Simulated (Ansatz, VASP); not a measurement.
**NiSb: VASP beside Ansatz**

File INCAR:

```
  PREC = Accurate
  ENCUT = 600
  EDIFF = 1E-7
  ISMEAR = 0
  SIGMA = 0.1
  LREAL = False
  LASPH = True
  NELM = 60
  ALGO = Normal
  ISIF = 3
  LWAVE = False
  LCHARG = False
  IBRION = 2
  NSW = 70
  EDIFFG = -0.005
```

KPOINTS

```
regular mesh
0
Gamma
  12 12 8
```

The input POSCAR:

```
NiSb
1.0
    3.9756617256      0.0000000000      0.0000000000
   -1.9878308628      3.4430240513      0.0000000000
    0.0000000000      0.0000000000      5.1568489388
Ni Sb
2 2
Direct
    0.0000000000      0.0000000000      0.0000000000
    0.0000000000      0.0000000000      0.5000000000
    0.3333333333      0.6666666667      0.2500000000
    0.6666666667      0.3333333333      0.7500000000
```

Input for Ansatz:

```yaml
crystal:
  lattice:
    - [3.9756617256, 0.0, 0.0]
    - [-1.9878308628, 3.4430240513, 0.0]
    - [0.0, 0.0, 5.1568489388]
  atoms:
    - { symbol: Ni, position: [0.0, 0.0, 0.0] }
    - { symbol: Ni, position: [0.0, 0.0, 0.5] }
    - { symbol: Sb, position: [0.3333333333, 0.6666666667, 0.25] }
    - { symbol: Sb, position: [0.6666666667, 0.3333333333, 0.75] }
basis:
  ecutwfc: 420
kpoints:
  mp_grid: { grid: [12, 12, 8] }
hamiltonian:
  xc: lda
scf:
  occupations: { method: gaussian, width: 0.1 }
output:
  forces: true
  stress: true
  eigenvalues: true
relax:
  adjacent_minimum: "off"
  f_tol: 0.005
  max_steps: 50
  cell: { stress_tol: 0.05 }
```

Alike in both runs: task relaxation of cell and atoms; functional LDA; k mesh 12 × 12 × 8; occupations gaussian, width 0.1 eV; no spin polarisation.

```csv
,VASP,Ansatz
version,VASP 6.6.1,Ansatz 0.2.0
potentials or method,"VASP PAW LDA potentials, release 64 (Ni, Sb), cutoff 600 eV","scalar-relativistic, plane waves, PAW"
valence electrons in the cell,30,66
```

|  | VASP | Ansatz | Ansatz less VASP |
| --- | --- | --- | --- |
| gap on the k mesh at the Fermi level, each at its own relaxed structure (eV) | none | none | - |
| relaxed volume (Å³/atom) | 16.40 | 16.38 | -0.018 |
| relaxed cell length with the largest relative difference (Å) | 5.033 | 5.029 | -0.0045 |

LDA's correlation is that of Perdew and Zunger in VASP and of Perdew and Wang (1992) in Ansatz. A gap of «none» marks a metal or a gap that the smearing closes. VASP's potentials hold 30 valence electrons a cell and Ansatz's 66, so a difference there can come from the potentials and not from the codes.

Neither program's run includes spin-orbit coupling.
